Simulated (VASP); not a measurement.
# ZnAu (P1) in VASP: further runs

Runs on ZnAu. Level: PBEsol. Tasks: single point.

Everything below comes from runs of VASP 6.6.1. Logs are shortened: lines on timing, memory, paths and dates and some standing lists are left out, and cuts for length are marked.

## (1) The cell of the first run

The typed cell holds 2 atoms: a = 3.013 Å, b = 3.052 Å, c = 3.019 Å, α = 90.11°, β = 89.92°, γ = 88.81°.

## (2) Single point, PBEsol (atoms moved at random and the cell strained at random)

Contents of INCAR:

```
PREC = Accurate
ENCUT = 520
EDIFF = 1E-7
ISMEAR = 0
SIGMA = 0.1
LREAL = False
LASPH = True
NELM = 80
ALGO = Fast
ISIF = 2
LWAVE = False
LCHARG = True
GGA = PS
LELF = True
LVHAR = True
NBANDS = 18
```

Contents of KPOINTS:

```
regular mesh
0
Gamma
  12 12 12
```

Contents of POSCAR:

```
ZnAu
1.0
    3.0123713400      0.0314700000      0.0020455500
    0.0314700000      3.0521179500     -0.0029896500
    0.0020455500     -0.0029896500      3.0185709300
Zn Au
1 1
Direct
    0.5052907531      0.5073593899      0.4970479822
   -0.0052907531     -0.0073593899      0.0029520178
```

Potentials or basis: VASP PAW PBE potentials, release 64 (Zn, Au).

Started as:

```console
cat potpaw_PBE.64/Zn/POTCAR potpaw_PBE.64/Au/POTCAR > POTCAR
mpirun -np 1 vasp_std > vasp.out
```

OUTCAR:

```text
PREC = Accurate
   ENCUT = 520
   EDIFF = 1E-7
   ISMEAR = 0
   LREAL = False
   LASPH = True
   NELM = 80
   ISIF = 2
   GGA = PS

 ion  position               nearest neighbor table
   1  0.505  0.507  0.497-   2 2.59   2 2.59   2 2.60   2 2.60   2 2.61   2 2.63   2 2.68   2 2.70

   2  0.995  0.993  0.003-   1 2.59   1 2.59   1 2.60   1 2.60   1 2.61   1 2.63   1 2.68   1 2.70

  LATTYP: Found a triclinic cell.
 ALAT       =     5.2795439687
 B/A-ratio  =     1.2899564371
 C/A-ratio  =     0.5717488331
 COS(alpha) =     0.0003113275
 COS(beta)  =     0.5713822355
 COS(gamma) =     0.7800181104

  Lattice vectors:

 A1 = (  -3.0458868900,  -3.0805983000,  -3.0176268300)
 A2 = (  -6.0562126800,  -3.1150579500,  -0.0011014500)
 A3 = (  -0.0020455500,   0.0029896500,  -3.0185709300)

Analysis of symmetry for initial positions (statically):
=====================================================================
 Subroutine PRICEL returns:
 Original cell was already a primitive cell.

 Routine SETGRP: Setting up the symmetry group for a
 triclinic supercell.

 Subroutine GETGRP returns: Found  1 space group operations
 (whereof  1 operations were pure point group operations)
 out of a pool of  2 trial point group operations.

The static configuration has the point symmetry C_1 .

Analysis of symmetry for dynamics (positions and initial velocities):
=====================================================================
 Subroutine PRICEL returns:
 Original cell was already a primitive cell.

 Routine SETGRP: Setting up the symmetry group for a
 triclinic supercell.

 Subroutine GETGRP returns: Found  1 space group operations
 (whereof  1 operations were pure point group operations)
 out of a pool of  2 trial point group operations.

The dynamic configuration has the point symmetry C_1 .

 Subroutine INISYM returns: Found  1 space group operations
 (whereof  1 operations are pure point group operations),
 and found     1 'primitive' translations

----------------------------------------------------------------------------------------

                                     Primitive cell

  volume of cell :      27.7501

  direct lattice vectors                    reciprocal lattice vectors
     3.012371340  0.031470000  0.002045550     0.332000305 -0.003423437 -0.000228372
[... 77 lines left out ...]
   PREC   = accura    normal or accurate (medium, high low for compatibility)
   ISTART =      0    job   : 0-new  1-cont  2-samecut
   ICHARG =      2    charge: 1-file 2-atom 10-const
   ISPIN  =      1    spin polarized calculation?
   LNONCOLLINEAR =      F non collinear calculations
   LSORBIT =      F    spin-orbit coupling
   LASPH  =      T    aspherical Exc in radial PAW
   ENCUT  =  520.0 eV  38.22 Ry    6.18 a.u.   5.60  5.68  5.61*2*pi/ulx,y,z
   NELM   =     80;   NELMIN=  2; NELMDL= -5     # of ELM steps
   EDIFF  = 0.1E-06   stopping-criterion for ELM
   LREAL  =      F    real-space projection
   EDIFFG = 0.1E-05   stopping-criterion for IOM
   NSW    =      0    number of steps for IOM
   IBRION =     -1    ionic relax: 0-MD 1-quasi-New 2-CG
   NFREE  =      0    steps in history (QN), initial steepest desc. (CG)
   ISIF   =      2    stress and relaxation
   ISYM   =      2    0-nonsym 1-usesym 2-fastsym
   POTIM  = 0.5000    time-step for ionic-motion
   TEBEG  =    0.0;   TEEND  =   0.0 temperature during run
   PSTRESS=    0.0 pullay stress
   NELECT =      23.0000    total number of electrons
   NUPDOWN=      -1.0000    fix difference up-down
   EMIN   =  10.00;   EMAX   =-10.00  energy-range for DOS
   EFERMI =   0.00;   METHOD = LEGACY
   ISMEAR =     0;   SIGMA  =   0.10  broadening in eV -4-tet -1-fermi 0-gaus
   EFERMI_NEDOS =   21; number of points for ismear=-14 and -15
   IALGO  =     68    algorithm
   IMIX   =      4    mixing-type and parameters
     AMIX     =   0.40;   BMIX     =  1.00
     AMIX_MAG =   1.60;   BMIX_MAG =  1.00
  volume/ion in A,a.u.               =      13.88        93.63
  Fermi-wavevector in a.u.,A,eV,Ry     =   1.537787  2.905996 32.174905  2.364789
  Thomas-Fermi vector in A             =   2.644247
   LORBIT       =      0    0 simple, 1 ext, 2 COOP (PROOUT), +10 PAW based schemes
   GGA     = PS    functional components
   LHFCALC =     F    Hartree Fock is set to
   AEXX    =    0.0000 exact exchange contribution
   IVDW    =     0    specifies the selected vdW correction
   LEPSILON=     F    determine dielectric tensor
   LRPA    =     F    only Hartree local field effects (RPA)
 non-spin polarized calculation
 RMM-DIIS sequential band-by-band and
 Gauss-broadening in eV      SIGMA  =   0.10
  energy-cutoff  :      520.00
  volume of cell :       27.75
 maximum number of plane-waves:       762
   NGX = 11   NGY = 11   NGZ = 11

 number of electron      23.0000005 magnetization

 Free energy of the ion-electron system (eV)
  ---------------------------------------------------
  ext. energy  EPLUGINS =         0.00000000
  ---------------------------------------------------
  free energy    TOTEN  =        -5.78817995 eV

  energy without entropy =       -5.78629258  energy(sigma->0) =       -5.78723626

 E-fermi :   8.5142     XC(G=0): -13.2082

 val. band max:        8.5128602836   @ k =   0.2500   0.3333   0.0000
 cond. band min:       8.5199354882   @ k =   0.2500   0.5000   0.4167
 fundamental gap:      0.0070752046
 Fermi energy:         8.5141513842

 k-point     1 :       0.0000    0.0000    0.0000
  band No.  band energies     occupation
      1      -3.3741      2.00000
      2      -0.3519      2.00000
      3      -0.3473      2.00000
      4       0.6413      2.00000
      5       0.6764      2.00000
      6       0.7260      2.00000
[... 481 lines left out ...]
      5       0.7769      2.00000
      6       0.8036      2.00000
[... 10 lines left out ...]
     17      23.4743      0.00000
     18      24.5018      0.00000

 [... further k-points ...]
[... 5 lines left out ...]
  --------------------------------------------------------------------------------------
  -------------------------------------------------------------------------------------
  Total        3.3290057      3.2052408      3.3279307     -0.3308789      0.0136241     -0.0381616
  in kB      192.2035168    185.0578235    192.1414506    -19.1036297      0.7866019     -2.2032965
  external PRESSURE =     189.8009303 kB  Pullay stress =       0.0000000 kB

 VOLUME and BASIS-vectors are now :
 -----------------------------------------------------------------------------
  energy-cutoff  :      520.00
  volume of cell :       27.75
      direct lattice vectors                 reciprocal lattice vectors
     3.012371340  0.031470000  0.002045550     0.332000305 -0.003423437 -0.000228372
     0.031470000  3.052117950 -0.002989650    -0.003423437  0.327676954  0.000326857
     0.002045550 -0.002989650  3.018570930    -0.000228372  0.000326857  0.331283070

 POSITION                                       TOTAL-FORCE (eV/Angst)
 -----------------------------------------------------------------------------------
      1.53911      1.56294      1.49989        -0.179002     -0.279853      0.116967
      3.02768      3.06095      0.00798         0.179002      0.279853     -0.116967
 -----------------------------------------------------------------------------------
    total drift:                               -0.000629      0.000183      0.000497

  FREE ENERGIE OF THE ION-ELECTRON SYSTEM (eV)
  ---------------------------------------------------
  free  energy   TOTEN  =        -5.7881799524 eV

  energy  without entropy=       -5.7862925768  energy(sigma->0) =       -5.78723626
```

Wall time 1.9 min (1 thread of Intel Xeon 6975P-C (Granite Rapids), shared host); peak memory 0.52 GiB.

What came out:

```yaml
Free_energy: -5.7882 eV
Pressure: 19.0 GPa
Largest_force: 0.352 eV/Å
Band_gap_on_the_k_mesh: zero (an odd number of electrons rules out a gap without spin polarisation)
```

Forces on the atoms (eV/Å):
```
Zn  -0.179 -0.280  0.117
Au   0.179  0.280 -0.117
```

Levels at points of the mesh, in eV from the Fermi level:
```csv
k point,band 8,band 9,band 10,band 11,band 12,band 13,band 14,band 15,band 16,band 17
"(0.00, 0.00, 0.00)",-5.90,-4.01,-4.00,-3.97,4.80,5.15,5.23,10.27,12.85,13.00
"(0.50, 0.00, 0.00)",-5.88,-5.56,-5.49,-4.25,-2.38,10.39,11.45,11.89,11.98,12.28
"(0.00, 0.50, 0.00)",-5.99,-5.48,-5.46,-4.21,-2.58,10.54,11.63,11.75,12.23,12.28
"(0.50, 0.50, 0.00)",-4.38,-4.31,-3.35,-2.75,-2.48,1.14,3.18,11.00,12.93,13.17
"(0.00, 0.00, 0.50)",-5.90,-5.59,-5.45,-4.25,-2.41,10.45,11.52,11.83,11.96,12.31
"(0.50, 0.00, 0.50)",-4.38,-4.38,-3.29,-2.55,-2.53,1.31,3.25,10.71,12.82,12.89
"(0.00, 0.50, 0.50)",-4.36,-4.32,-3.36,-2.64,-2.61,1.14,3.14,11.03,13.07,13.14
"(0.50, 0.50, 0.50)",-7.35,-3.31,-3.24,1.61,3.62,3.79,3.97,4.25,6.33,6.47
```

Caveat: the cell differs from its parent crystal (atoms moved at random and the cell strained at random); the cell stands under pressure; the PAW data sets were made with another functional, which shifts forces and pressure a little; spin-orbit coupling is left out, which moves the levels of the heavy elements.

## (3) Single point, PBEsol (atoms moved at random and the cell strained at random)

Contents of INCAR:

```
  PREC = Accurate
  ENCUT = 520
  EDIFF = 1E-6
  ISMEAR = 0
  SIGMA = 0.1
  LREAL = False
  LASPH = True
  NELM = 60
  ALGO = Fast
  ISIF = 2
  LWAVE = False
  LCHARG = False
  GGA = PS
  NBANDS = 18
```

Contents of KPOINTS:

```
Automatic mesh
0
Gamma
  12 12 12
```

Contents of POSCAR:

```
ZnAu
1.0
    3.2103491100     -0.0024861300      0.0130285800
   -0.0024861300      3.1845122400      0.0048463800
    0.0130285800      0.0048463800      3.2446199400
Zn Au
1 1
Direct
    0.4920940578      0.5051128058      0.5014934859
    0.0079059422     -0.0051128058     -0.0014934859
```

Potentials or basis: VASP PAW PBE potentials, release 64 (Zn, Au).

Started as:

```console
cat potpaw_PBE.64/Zn/POTCAR potpaw_PBE.64/Au/POTCAR > POTCAR
mpirun -np 1 vasp_std > vasp.out
```

Run time: 1.8 min. Hardware: 1 thread of Intel Xeon 6975P-C (Granite Rapids), shared host; peak memory 0.6 GiB.

Results (log left out):

| Quantity | Value |
| --- | --- |
| Free energy | -5.8756 eV |
| Pressure | -8.9 GPa |
| Largest force | 0.133 eV/Å |
| Band gap on the k mesh | zero (an odd number of electrons rules out a gap without spin polarisation) |

Forces on the atoms (eV/Å):
```
Zn   0.111 -0.069 -0.027
Au  -0.111  0.069  0.027
```

Stress tensor (GPa, compression positive):
```
-9.06 -0.06 -0.36
-0.06 -8.62 -0.09
-0.36 -0.09 -8.97
```

Levels at points of the mesh, in eV from the Fermi level:
```
           k point  band 9  band 10  band 11  band 12  band 13  band 14  band 15  band 16
(0.00, 0.00, 0.00)   -3.65    -3.64    -3.62     4.57     4.89     5.11     8.02    11.58
(0.50, 0.00, 0.00)   -4.73    -4.62    -3.76    -2.36    10.14    10.26    10.59    10.66
(0.00, 0.50, 0.00)   -4.74    -4.66    -3.78    -2.26    10.12    10.38    10.52    10.61
(0.50, 0.50, 0.00)   -3.98    -3.05    -1.74    -1.72     0.70     2.19     9.82    12.21
(0.00, 0.00, 0.50)   -4.65    -4.61    -3.73    -2.49    10.13    10.56    10.62    10.80
(0.50, 0.00, 0.50)   -3.94    -3.12    -1.87    -1.78     0.49     2.06    10.21    12.54
(0.00, 0.50, 0.50)   -3.95    -3.09    -1.81    -1.76     0.58     2.12    10.04    12.41
(0.50, 0.50, 0.50)   -3.08    -3.01     1.19     3.15     3.58     3.59     3.70     5.49
```

Caveat: the cell differs from its parent crystal (atoms moved at random and the cell strained at random); the cell stands under tension; the PAW data sets were made with another functional, which shifts forces and pressure a little; spin-orbit coupling is left out, which moves the levels of the heavy elements.
